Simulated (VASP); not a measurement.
# GaP (zincblende type) (F-43m) in VASP: notebook, part 2 of 2

VASP 6.6.1.

## (4) Single point, PBEsol (17.69 Å³/atom)

This run uses another cell than the first one, of 17.69 Å³/atom.

File INCAR:

```
PREC = Accurate
ENCUT = 520
EDIFF = 1E-6
ISMEAR = -1
SIGMA = 0.05
LREAL = F
LASPH = T
NELM = 80
ALGO = Normal
ISIF = 2
LWAVE = F
LCHARG = F
GGA = PS
NBANDS = 16
```

File KPOINTS:

```
Automatic mesh
0
Gamma
  12 12 12
```

File POSCAR:

```
GaP
1.0
    0.0000000000      2.6057693262      2.6057693262
    2.6057693262      0.0000000000      2.6057693262
    2.6057693262      2.6057693262      0.0000000000
Ga P
1 1
Direct
    0.0000000000      0.0000000000      0.0000000000
    0.2500000000      0.2500000000      0.2500000000
```

Potentials or basis: VASP PAW PBE potentials, release 64 (Ga_d, P).

Started as:

```bash
> cat potpaw_PBE.64/Ga_d/POTCAR potpaw_PBE.64/P/POTCAR > POTCAR
> mpirun -np 1 vasp_std > vasp.out
```

OUTCAR:

```text
PREC = Accurate
   ENCUT = 520
   EDIFF = 1E-6
   ISMEAR = -1
   LREAL = F
   LASPH = T
   NELM = 80
   ISIF = 2
   GGA = PS

 ion  position               nearest neighbor table
   1  0.000  0.000  0.000-   2 2.26   2 2.26   2 2.26   2 2.26
   2  0.250  0.250  0.250-   1 2.26   1 2.26   1 2.26   1 2.26

  LATTYP: Found a face centered cubic cell.
 ALAT       =     5.2115386524

  Lattice vectors:

 A1 = (   0.0000000000,   2.6057693262,   2.6057693262)
 A2 = (   2.6057693262,   0.0000000000,   2.6057693262)
 A3 = (   2.6057693262,   2.6057693262,   0.0000000000)

Analysis of symmetry for initial positions (statically):
=====================================================================
 Subroutine PRICEL returns:
 Original cell was already a primitive cell.

 Routine SETGRP: Setting up the symmetry group for a
 face centered cubic supercell.

 Subroutine GETGRP returns: Found 24 space group operations
 (whereof 24 operations were pure point group operations)
 out of a pool of 48 trial point group operations.

The static configuration has the point symmetry T_d .

Analysis of symmetry for dynamics (positions and initial velocities):
=====================================================================
 Subroutine PRICEL returns:
 Original cell was already a primitive cell.

 Routine SETGRP: Setting up the symmetry group for a
 face centered cubic supercell.

 Subroutine GETGRP returns: Found 24 space group operations
 (whereof 24 operations were pure point group operations)
 out of a pool of 48 trial point group operations.

The dynamic configuration has the point symmetry T_d .

 Subroutine INISYM returns: Found 24 space group operations
 (whereof 24 operations are pure point group operations),
 and found     1 'primitive' translations

[... 110 lines left out ...]
   EFERMI_NEDOS =   21; number of points for ismear=-14 and -15
   IALGO  =     38    algorithm
   IMIX   =      4    mixing-type and parameters
     AMIX     =   0.40;   BMIX     =  1.00
     AMIX_MAG =   1.60;   BMIX_MAG =  1.00
  volume/ion in A,a.u.               =      17.69       119.40
  Fermi-wavevector in a.u.,A,eV,Ry     =   1.306832  2.469554 23.236158  1.707809
  Thomas-Fermi vector in A             =   2.437607
   LORBIT       =      0    0 simple, 1 ext, 2 COOP (PROOUT), +10 PAW based schemes
   GGA     = PS    functional components
   LHFCALC =     F    Hartree Fock is set to
   AEXX    =    0.0000 exact exchange contribution
   IVDW    =     0    specifies the selected vdW correction
   LEPSILON=     F    determine dielectric tensor
   LRPA    =     F    only Hartree local field effects (RPA)
 non-spin polarized calculation
  energy-cutoff  :      520.00
  volume of cell :       35.39
 maximum number of plane-waves:       964
   NGX = 13   NGY = 13   NGZ = 13

 number of electron      18.0000014 magnetization

 Free energy of the ion-electron system (eV)
  ---------------------------------------------------
  ext. energy  EPLUGINS =         0.00000000
  ---------------------------------------------------
  free energy    TOTEN  =        -9.73264228 eV

  energy without entropy =       -9.73264221  energy(sigma->0) =       -9.73264225

 E-fermi :   6.6313     XC(G=0): -10.6441

 val. band max:        6.0489197236   @ k =   0.0000   0.0000   0.0000
 cond. band min:       7.2450240963   @ k =   0.4167   0.4167   0.0000
 fundamental gap:      1.1961043727
 Fermi energy:         6.6312843278

 k-point     1 :       0.0000    0.0000    0.0000
  band No.  band energies     occupation
      1      -8.8023      2.00000
      2      -8.8023      2.00000
      3      -8.8023      2.00000
      4      -8.6527      2.00000
      5      -8.6527      2.00000
      6      -7.5799      2.00000
[... 433 lines left out ...]
      3      -8.7485      2.00000
      4      -8.6534      2.00000
      5      -8.6437      2.00000
      6      -4.7494      2.00000
[... 8 lines left out ...]
     15      16.6950      0.00000
     16      18.5473      0.00000

 [... further k-points ...]

------------------------ aborting loop because EDIFF is reached ----------------------------------------

  FORCE on cell =-STRESS in cart. coord.  units (eV):
  Direction    XX          YY          ZZ          XY          YZ          ZX
  --------------------------------------------------------------------------------------
  -------------------------------------------------------------------------------------
  Total        3.1398069      3.1398069      3.1398069     -0.0000000      0.0000000      0.0000000
  in kB      142.1594126    142.1594126    142.1594126     -0.0000000      0.0000000      0.0000000
  external PRESSURE =     142.1594126 kB  Pullay stress =       0.0000000 kB

 VOLUME and BASIS-vectors are now :
 -----------------------------------------------------------------------------
  energy-cutoff  :      520.00
  volume of cell :       35.39
      direct lattice vectors                 reciprocal lattice vectors
     0.000000000  2.605769326  2.605769326    -0.191881912  0.191881912  0.191881912
     2.605769326  0.000000000  2.605769326     0.191881912 -0.191881912  0.191881912
     2.605769326  2.605769326  0.000000000     0.191881912  0.191881912 -0.191881912

 POSITION                                       TOTAL-FORCE (eV/Angst)
 -----------------------------------------------------------------------------------
      0.00000      0.00000      0.00000        -0.000000     -0.000000     -0.000000
      1.30288      1.30288      1.30288         0.000000      0.000000      0.000000
 -----------------------------------------------------------------------------------
    total drift:                                0.000001      0.000001      0.000001

  FREE ENERGIE OF THE ION-ELECTRON SYSTEM (eV)
  ---------------------------------------------------
  free  energy   TOTEN  =        -9.7326422800 eV

  energy  without entropy=       -9.7326422132  energy(sigma->0) =       -9.73264225
```

stdout:

```text
POSCAR found type information on POSCAR GaP
 POSCAR found :  2 types and       2 ions
 scaLAPACK will be used
 -----------------------------------------------------------------------------
|                                                                             |
|                                                                             |
|     You enforced a specific xc type in the INCAR file but a different       |
|     I HOPE YOU KNOW WHAT YOU ARE DOING!                                     |
|                                                                             |
 -----------------------------------------------------------------------------

 LDA part: xc-table for (Slater+PW92), standard interpolation
 POSCAR, INCAR and KPOINTS ok, starting setup
 FFT: planning ... GRIDC
 FFT: planning ... GRID_SOFT
 FFT: planning ... GRID
 WAVECAR not read
 entering main loop
```

Wall time 36 s (1 thread of Intel Xeon Platinum 8488C (Sapphire Rapids), shared host); peak memory 0.18 GiB.

Results:

```
Free energy            : -9.7326 eV
Pressure               : 14.2 GPa
Band gap on the k mesh : 1.20 eV (least direct gap 2.88 eV)
```

Caveat: the cell stands under pressure; the PAW data sets were made with another functional, which shifts forces and pressure a little. A k mesh can miss the band edges.

## (5) Overview

```tsv
cell	gap on the mesh (eV)	pressure (GPa)
a = 3.447 Å, angles 60.0°, 2 atoms	0.61	56.3
a = 3.570 Å, angles 60.0°, 2 atoms	0.94	30.6
a = 3.685 Å, angles 60.0°, 2 atoms	1.20	14.2
```

Alike in all rows: task single point; level PBEsol; potentials or basis VASP PAW PBE potentials, release 64 (Ga_d, P); no spin polarisation; k mesh 12 × 12 × 12; cutoff (eV) 520; smearing fermi-dirac 0.05 eV.

Caveats: the cell stands under pressure; the PAW data sets were made with another functional, which shifts forces and pressure a little.

Absolute energies hang on the potentials; compare differences alone.
